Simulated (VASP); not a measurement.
Write the native input for VASP 6.6.1 that does the following.

```
Task                   : relaxation of cell and atoms
Functional             : PBE
Potentials or basis    : VASP PAW PBE potentials, release 64 (Ca_sv)
Cutoff                 : 600 eV
k mesh                 : 14 × 14 × 14
Occupations            : gaussian, width 0.1 eV
Spin                   : no spin polarisation
Dipole correction      : no
Further INCAR settings : ALGO = Normal; EDIFF = 1e-07; IBRION = 2; EDIFFG = -0.01; NSW = 80; ISIF = 3
```

The structure of Ca lies in POSCAR:

```
Ca
1.0
    0.0000000000      2.7527484882      2.7527484882
    2.7527484882      0.0000000000      2.7527484882
    2.7527484882      2.7527484882      0.0000000000
Ca
1
Direct
    0.0000000000      0.0000000000      0.0000000000
```

One way to write it, as run:

INCAR

```
PREC = Accurate
ENCUT = 600
EDIFF = 1E-7
ISMEAR = 0
SIGMA = 0.1
LREAL = F
LASPH = T
NELM = 80
ALGO = Normal
ISIF = 3
LWAVE = F
LCHARG = F
GGA = PE
IBRION = 2
NSW = 80
EDIFFG = -0.01
```

KPOINTS

```
Automatic mesh
0
Gamma
  14 14 14
```

Potentials or basis: VASP PAW PBE potentials, release 64 (Ca_sv).

Run with:

```bash
$ cat potpaw_PBE.64/Ca_sv/POTCAR > POTCAR
$ mpirun -np 1 vasp_std > vasp.out
```

It gave:

```json
{
  "Relaxed volume": "42.27 Å³/atom",
  "Relaxed cell": "a = 3.910 Å, b = 3.910 Å, c = 3.910 Å, α = 60.00°, β = 60.00°, γ = 60.00°",
  "Space group after relaxing (to 0.1 Å)": "Fm-3m (No. 225)",
  "Energy gained by relaxing": "0.4 meV/atom",
  "Ionic steps": "3",
  "Pressure after relaxing": "0.0 GPa",
  "Band gap on the k mesh": "zero (bands 5 and 6 overlap by 0.32 eV)"
}
```

It took 36 s on 1 thread of Intel(R) Xeon(R) 6975P-C (Granite Rapids), on a shared host, peak memory 0.21 GiB.
